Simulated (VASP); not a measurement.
# LuAg3O3 in VASP: further runs, part 2 of 2

VASP 6.6.1. Earlier steps stand in the parts before.

### 4 Single point, PBE

Contents of INCAR:

```
PREC = Accurate
ENCUT = 520
EDIFF = 1E-6
ISMEAR = 0
SIGMA = 0.2
LREAL = False
LASPH = True
NELM = 100
ALGO = Normal
ISIF = 2
LWAVE = False
LCHARG = False
GGA = PE
NBANDS = 47
```

Contents of KPOINTS:

```
regular mesh
0
Gamma
  6 6 2
```

Contents of POSCAR:

```
LuAg3O3
1.0
    3.4013677551      0.0000000000      0.0000000000
   -1.7006838775      2.9456708835      0.0000000000
    0.0000000000      0.0000000000     11.4928147501
Lu Ag O
1 3 3
Direct
    0.0000000000      0.0000000000      0.0085502352
    0.6666666667      0.3333333333      0.7269949519
    0.3333333333      0.6666666667      0.2830617241
    0.0000000000      0.0000000000      0.5495635453
    0.6666666667      0.3333333333      0.9145425106
    0.3333333333      0.6666666667      0.1007050359
    0.3333333333      0.6666666667      0.4615819970
```

Potentials or basis: VASP PAW PBE potentials, release 64 (Lu, Ag, O).

The run is started by

```
> cat potpaw_PBE.64/Lu/POTCAR potpaw_PBE.64/Ag/POTCAR potpaw_PBE.64/O/POTCAR > POTCAR
> mpirun -np 1 vasp_std > vasp.out
```

OUTCAR:

```text
PREC = Accurate
   ENCUT = 520
   EDIFF = 1E-6
   ISMEAR = 0
   LREAL = False
   LASPH = True
   NELM = 100
   ISIF = 2
   GGA = PE

 ion  position               nearest neighbor table
   1  0.000  0.000  0.009-   6 2.23   6 2.23   6 2.23   5 2.24   5 2.24   5 2.24
   2  0.667  0.333  0.727-   5 2.16   4 2.83   4 2.83   4 2.83
   3  0.333  0.667  0.283-   7 2.05   6 2.10
   4  0.000  0.000  0.550-   7 2.21   7 2.21   7 2.21   2 2.83   2 2.83   2 2.83
   5  0.667  0.333  0.915-   2 2.16   1 2.24   1 2.24   1 2.24
   6  0.333  0.667  0.101-   3 2.10   1 2.23   1 2.23   1 2.23
   7  0.333  0.667  0.462-   3 2.05   4 2.21   4 2.21   4 2.21

  LATTYP: Found a hexagonal cell.
 ALAT       =     3.4013677551
 C/A-ratio  =     3.3788803733

  Lattice vectors:

 A1 = (   3.4013677551,   0.0000000000,   0.0000000000)
 A2 = (  -1.7006838775,   2.9456708835,   0.0000000000)
 A3 = (   0.0000000000,   0.0000000000,  11.4928147501)

Analysis of symmetry for initial positions (statically):
=====================================================================
 Subroutine PRICEL returns:
 Original cell was already a primitive cell.

 Routine SETGRP: Setting up the symmetry group for a
 hexagonal supercell.

 Subroutine GETGRP returns: Found  6 space group operations
 (whereof  6 operations were pure point group operations)
 out of a pool of 24 trial point group operations.

The static configuration has the point symmetry C_3v.

Analysis of symmetry for dynamics (positions and initial velocities):
=====================================================================
 Subroutine PRICEL returns:
 Original cell was already a primitive cell.

 Routine SETGRP: Setting up the symmetry group for a
 hexagonal supercell.

 Subroutine GETGRP returns: Found  6 space group operations
 (whereof  6 operations were pure point group operations)
 out of a pool of 24 trial point group operations.

The dynamic configuration has the point symmetry C_3v.
[... 121 lines left out ...]
  Thomas-Fermi vector in A             =   2.545753
   LORBIT       =      0    0 simple, 1 ext, 2 COOP (PROOUT), +10 PAW based schemes
   GGA     = PE    functional components
   LHFCALC =     F    Hartree Fock is set to
   AEXX    =    0.0000 exact exchange contribution
   IVDW    =     0    specifies the selected vdW correction
   LEPSILON=     F    determine dielectric tensor
   LRPA    =     F    only Hartree local field effects (RPA)
 non-spin polarized calculation
 Gauss-broadening in eV      SIGMA  =   0.20
  energy-cutoff  :      520.00
  volume of cell :      115.15
 maximum number of plane-waves:      3150
 NGX is ok and might be reduce to    28
   NGX = 13   NGY = 13   NGZ = 43

 number of electron      76.0000007 magnetization

 Free energy of the ion-electron system (eV)
  ---------------------------------------------------
  ext. energy  EPLUGINS =         0.00000000
  ---------------------------------------------------
  free energy    TOTEN  =       -36.09641367 eV

  energy without entropy =      -36.05549541  energy(sigma->0) =      -36.07595454

 E-fermi :   3.4643     XC(G=0): -10.7032

 val. band max:        3.3106901599   @ k =   0.3333   0.0000   0.0000
 cond. band min:       3.5363604090   @ k =   0.1667   0.0000   0.5000
 fundamental gap:      0.2256702491
 Fermi energy:         3.4643214056

 k-point     1 :       0.0000    0.0000    0.0000
  band No.  band energies     occupation
      1     -50.6787      2.00000
      2     -21.7300      2.00000
      3     -21.2126      2.00000
      4     -21.2126      2.00000
      5     -14.2536      2.00000
      6     -13.9384      2.00000
[... 689 lines left out ...]
     46       9.7811      0.00000
     47      10.7508      0.00000

------------------------ aborting loop because EDIFF is reached ----------------------------------------

  FORCE on cell =-STRESS in cart. coord.  units (eV):
  Direction    XX          YY          ZZ          XY          YZ          ZX
  --------------------------------------------------------------------------------------
  -------------------------------------------------------------------------------------
  Total        0.3358270      0.3358270      0.0419399      0.0000000      0.0000000     -0.0000000
  in kB        4.6726357      4.6726357      0.5835437      0.0000000      0.0000000     -0.0000000
  external PRESSURE =       3.3096050 kB  Pullay stress =       0.0000000 kB

 VOLUME and BASIS-vectors are now :
 -----------------------------------------------------------------------------
  energy-cutoff  :      520.00
  volume of cell :      115.15
      direct lattice vectors                 reciprocal lattice vectors
     3.401367755  0.000000000  0.000000000     0.293999377  0.169740619  0.000000000
    -1.700683877  2.945670884  0.000000000     0.000000000  0.339481239  0.000000000
     0.000000000  0.000000000 11.492814750     0.000000000  0.000000000  0.087010887

 POSITION                                       TOTAL-FORCE (eV/Angst)
 -----------------------------------------------------------------------------------
      0.00000      0.00000      0.09827         0.000000     -0.000000      0.013232
      1.70068      0.98189      8.35522         0.000000     -0.000000      0.002055
     -0.00000      1.96378      3.25318         0.000000     -0.000000      0.017867
      0.00000      0.00000      6.31603         0.000000     -0.000000      0.049956
      1.70068      0.98189     10.51067        -0.000000      0.000000     -0.107207
     -0.00000      1.96378      1.15738        -0.000000      0.000000      0.070820
     -0.00000      1.96378      5.30488         0.000000     -0.000000     -0.046722
 -----------------------------------------------------------------------------------
    total drift:                               -0.000000     -0.000000      0.000325

  FREE ENERGIE OF THE ION-ELECTRON SYSTEM (eV)
  ---------------------------------------------------
  free  energy   TOTEN  =       -36.0964136691 eV

  energy  without entropy=      -36.0554954141  energy(sigma->0) =      -36.07595454
```

It took 63 s on 1 thread of Intel Xeon 6975P-C (Granite Rapids), shared host; peak memory 0.28 GiB.

What came out:

| Quantity | Value |
| --- | --- |
| Free energy | -36.0964 eV |
| Pressure | 0.3 GPa |
| Largest force | 0.107 eV/Å |
| Band gap on the k mesh | zero (bands 38 and 39 overlap by 0.12 eV) |

Forces on the atoms (eV/Å):
```
Lu   0.000  0.000  0.013
Ag   0.000  0.000  0.002
Ag   0.000  0.000  0.018
Ag   0.000  0.000  0.050
O    0.000  0.000 -0.107
O    0.000  0.000  0.071
O    0.000  0.000 -0.047
```

Levels at points of the mesh, in eV from the Fermi level:
```csv
k point,band 35,band 36,band 37,band 38,band 39,band 40,band 41,band 42
"(0.00, 0.00, 0.00)",-1.51,-0.90,-0.90,0.19,0.19,2.81,2.92,5.72
"(0.50, 0.00, 0.00)",-1.43,-1.19,-0.36,-0.31,1.60,2.84,3.45,4.60
"(0.00, 0.00, 0.50)",-0.94,-0.83,-0.83,0.16,0.16,2.02,4.18,4.36
"(0.50, 0.00, 0.50)",-1.29,-1.18,-0.40,-0.35,1.56,2.93,3.40,4.61
```

Caveat: spin-orbit coupling is left out, which moves the levels of the heavy elements.

### 5 Single point, PBE

Contents of INCAR:

```
SYSTEM = LuAg3O3
  ALGO = Normal
  EDIFF = 1E-7
  ENCUT = 520
  GGA = PE
  ISIF = 2
  ISMEAR = 0
  LASPH = .TRUE.
  LCHARG = .TRUE.
  LELF = .TRUE.
  LREAL = .FALSE.
  LVHAR = .TRUE.
  LWAVE = .FALSE.
  NBANDS = 47
  NELM = 100
  PREC = Accurate
  SIGMA = 0.2
```

Contents of KPOINTS:

```
k-points
0
G
  6 6 2
  0 0 0
```

Contents of POSCAR:

```
LuAg3O3
1.0
    3.4025355967     -0.0050585122     -0.0011241984
   -1.7056496119      2.9459018629      0.0013588296
   -0.0037031761      0.0030518136     11.4895866903
Lu Ag O
1 3 3
Direct
    0.0007948582     -0.0013427619      0.0085763582
    0.6664935302      0.3342872252      0.7271468229
    0.3333011665      0.6664309014      0.2829879280
   -0.0008802783      0.0015742958      0.5501928813
    0.6676812877      0.3319976201      0.9143733359
    0.3338198036      0.6653448034      0.1005275946
    0.3321229655      0.6683745827      0.4611950789
```

The run is started by

```
> cat potpaw_PBE.64/Lu/POTCAR potpaw_PBE.64/Ag/POTCAR potpaw_PBE.64/O/POTCAR > POTCAR
> mpirun -np 1 vasp_std > vasp.out
```

It took 3 min on 1 thread of Intel Xeon 6975P-C (Granite Rapids), shared host; peak memory 0.38 GiB.

The run converged. Its results:

```yaml
Free_energy: -36.0962 eV
Pressure: 0.4 GPa
Largest_force: 0.092 eV/Å
Band_gap_on_the_k_mesh: zero (bands 38 and 39 overlap by 0.12 eV)
```

Forces on the atoms (eV/Å):
```
Lu  -0.001  0.001 -0.010
Ag   0.000  0.000 -0.008
Ag  -0.001  0.001 -0.006
Ag   0.003 -0.002 -0.008
O   -0.001  0.001 -0.077
O    0.001  0.000  0.092
O    0.000  0.000  0.016
```

Stress tensor (GPa, compression positive):
```
0.41 0.10 0.01
0.10 0.49 0.00
0.01 0.00 0.24
```

Levels at points of the mesh, in eV from the Fermi level:
```
           k point  band 36  band 37  band 38  band 39  band 40  band 41
(0.00, 0.00, 0.00)    -0.91    -0.90     0.18     0.19     2.83     2.93
(0.50, 0.00, 0.00)    -1.19    -0.35    -0.30     1.61     2.85     3.46
(0.00, 0.50, 0.00)    -1.19    -0.36    -0.30     1.61     2.85     3.46
(0.50, 0.50, 0.00)    -1.19    -0.36    -0.30     1.59     2.84     3.44
(0.00, 0.00, 0.50)    -0.83    -0.82     0.15     0.16     2.04     4.19
(0.50, 0.00, 0.50)    -1.18    -0.39    -0.34     1.57     2.94     3.41
(0.00, 0.50, 0.50)    -1.18    -0.39    -0.34     1.57     2.94     3.41
(0.50, 0.50, 0.50)    -1.18    -0.40    -0.33     1.55     2.92     3.39
```

Caveat: spin-orbit coupling is left out, which moves the levels of the heavy elements.

### 6 Single point, PBE

Contents of INCAR:

```
SYSTEM = LuAg3O3
PREC = Accurate
ENCUT = 520
EDIFF = 1E-6
ISMEAR = 0
SIGMA = 0.1
LREAL = .False.
LASPH = .True.
NELM = 100
ALGO = Normal
ISIF = 2
LWAVE = .False.
LCHARG = .True.
GGA = PE
LELF = .True.
LVHAR = .True.
NBANDS = 47
```

Contents of KPOINTS:

```
regular mesh
0
Gamma
  12 12 4
  0 0 0
```

Contents of POSCAR:

```
LuAg3O3
1.0
    3.4013677551      0.0000000000      0.0000000000
   -1.7006838775      2.9456708835      0.0000000000
    0.0000000000      0.0000000000     11.4928147501
Lu Ag O
1 3 3
Direct
    0.0000000000      0.0000000000      0.0085502352
    0.6666666667      0.3333333333      0.7269949519
    0.3333333333      0.6666666667      0.2830617241
    0.0000000000      0.0000000000      0.5495635453
    0.6666666667      0.3333333333      0.9145425106
    0.3333333333      0.6666666667      0.1007050359
    0.3333333333      0.6666666667      0.4615819970
```

Potentials or basis: VASP PAW PBE potentials, release 64 (Lu, Ag, O).

The run is started by

```
> cat potpaw_PBE.64/Lu/POTCAR potpaw_PBE.64/Ag/POTCAR potpaw_PBE.64/O/POTCAR > POTCAR
> mpirun -np 1 vasp_std > vasp.out
```

Run time: 4.9 min. Hardware: 1 thread of Intel Xeon 6975P-C (Granite Rapids), shared host; peak memory 0.47 GiB.

The run converged. Its results:

* Free energy: -36.0815 eV
* Pressure: 0.3 GPa
* Largest force: 0.094 eV/Å
* Band gap on the k mesh: zero (bands 38 and 39 overlap by 0.23 eV)

Forces on the atoms (eV/Å):
```
Lu   0.000  0.000 -0.014
Ag   0.000  0.000 -0.007
Ag   0.000  0.000 -0.003
Ag   0.000  0.000 -0.003
O    0.000  0.000 -0.075
O    0.000  0.000  0.094
O    0.000  0.000  0.007
```

Stress tensor (GPa, compression positive):
```
0.36 0.00 0.00
0.00 0.36 0.00
0.00 0.00 0.12
```

Levels at points of the mesh, in eV from the Fermi level:
```tsv
k point	band 35	band 36	band 37	band 38	band 39	band 40	band 41	band 42
(0.00, 0.00, 0.00)	-1.46	-0.82	-0.82	0.20	0.20	2.86	2.99	5.78
(0.50, 0.00, 0.00)	-1.35	-1.12	-0.31	-0.29	1.67	2.91	3.51	4.68
(0.00, 0.00, 0.50)	-0.88	-0.74	-0.74	0.17	0.17	2.09	4.25	4.42
(0.50, 0.00, 0.50)	-1.21	-1.11	-0.34	-0.33	1.63	2.99	3.46	4.69
```

Caveat: spin-orbit coupling is left out, which moves the levels of the heavy elements.

### 7 Overview

| task | cell | k mesh | cutoff (eV) | smearing | gap on the mesh (eV) | pressure (GPa) | largest force (eV/Å) |
| --- | --- | --- | --- | --- | --- | --- | --- |
| single point | a = 3.398, b = 3.398, c = 11.530 Å, angles 90.0, 90.0, 120.0°, 7 atoms, atomic positions A | 4 × 4 × 1 | 520 | gaussian 0.15 eV | none | 0.2 | 0.11 |
| relaxation of cell and atoms | relaxed from a = 3.500, b = 3.500, c = 10.600 Å, angles 90.0, 90.0, 120.0°, 7 atoms, atomic positions B | 4 × 4 × 1 | 600 | gaussian 0.15 eV | none | -0.2 | 0.05 |
| single point | a = 3.401, b = 3.401, c = 11.493 Å, angles 90.0, 90.0, 120.0°, 7 atoms, atomic positions C | 6 × 6 × 2 | 520 | gaussian 0.2 eV | none | 0.3 | 0.11 |
| single point | a = 3.403, b = 3.404, c = 11.490 Å, angles 90.0, 90.0, 120.2°, 7 atoms, atomic positions D | 6 × 6 × 2 | 520 | gaussian 0.2 eV | none | 0.4 | 0.09 |
| single point | a = 3.401, b = 3.401, c = 11.493 Å, angles 90.0, 90.0, 120.0°, 7 atoms, atomic positions C | 12 × 12 × 4 | 520 | gaussian 0.1 eV | none | 0.3 | 0.09 |

Alike in all rows: level PBE; potentials or basis VASP PAW PBE potentials, release 64 (Lu, Ag, O); no spin polarisation.

Caveats: some runs use coarse meshes; spin-orbit coupling is left out, which moves the levels of the heavy elements; the relaxation stopped at a loose force limit of 0.08 eV/Å, so its end isn't a converged minimum (at least some runs).

Total energies depend on the potentials used, so only differences within one code and one set of settings carry meaning.
